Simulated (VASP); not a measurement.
Set up this calculation in VASP 6.6.1, as the native input.

| Quantity | Value |
| --- | --- |
| Task | relaxation of the atoms |
| Functional | PBEsol |
| Potentials or basis | VASP PAW PBE potentials, release 64 (Cd, Se) |
| Cutoff | 520 eV |
| k mesh | 6 × 6 × 4 |
| Occupations | gaussian, width 0.01 eV |
| Spin | no spin polarisation |
| Dipole correction | no |
| Further INCAR settings | ALGO = Normal; EDIFF = 1e-06; IBRION = 2; EDIFFG = -0.002; NSW = 50 |

The structure of CdSe lies in POSCAR:

```
CdSe
1.0
    4.3009830028      0.0000000000      0.0000000000
   -2.1504915014      3.7247605417      0.0000000000
    0.0000000000      0.0000000000      6.9874352506
Cd Se
2 2
Direct
    0.3333333333      0.6666666667      0.0047026406
    0.6666666667      0.3333333333      0.5047026406
    0.3333333333      0.6666666667      0.3802973594
    0.6666666667      0.3333333333      0.8802973594
```

This cell differs from its parent crystal: z stretched by -0.5 %, x and y held.

One way to write it, as run:

INCAR

```
  PREC = Accurate
  ENCUT = 520
  EDIFF = 1E-6
  ISMEAR = 0
  SIGMA = 0.01
  LREAL = F
  LASPH = T
  NELM = 100
  ALGO = Normal
  ISIF = 2
  LWAVE = F
  LCHARG = F
  GGA = PS
  IBRION = 2
  NSW = 50
  EDIFFG = -0.002
```

KPOINTS

```
Automatic mesh
0
Gamma
  6 6 4
```

Potentials or basis: VASP PAW PBE potentials, release 64 (Cd, Se).

Run with:

```sh
$ cat potpaw_PBE.64/Cd/POTCAR potpaw_PBE.64/Se/POTCAR > POTCAR
$ mpirun -np 1 vasp_std > vasp.out
```

Results of the run:

- Energy gained by relaxing: 0.1 meV/atom
- Ionic steps: 3
- Pressure after relaxing: 0.6 GPa
- Band gap on the k mesh: 0.56 eV

Caveat: the cell differs from its parent crystal (z stretched by -0.5 %, x and y held); semilocal functionals underestimate gaps, and a narrow one can read as zero; the PAW data sets were made with another functional, which shifts forces and pressure a little.

Wall time 100 s on 1 thread of Intel Xeon 8259CL, on a shared host, peak memory 0.25 GiB.
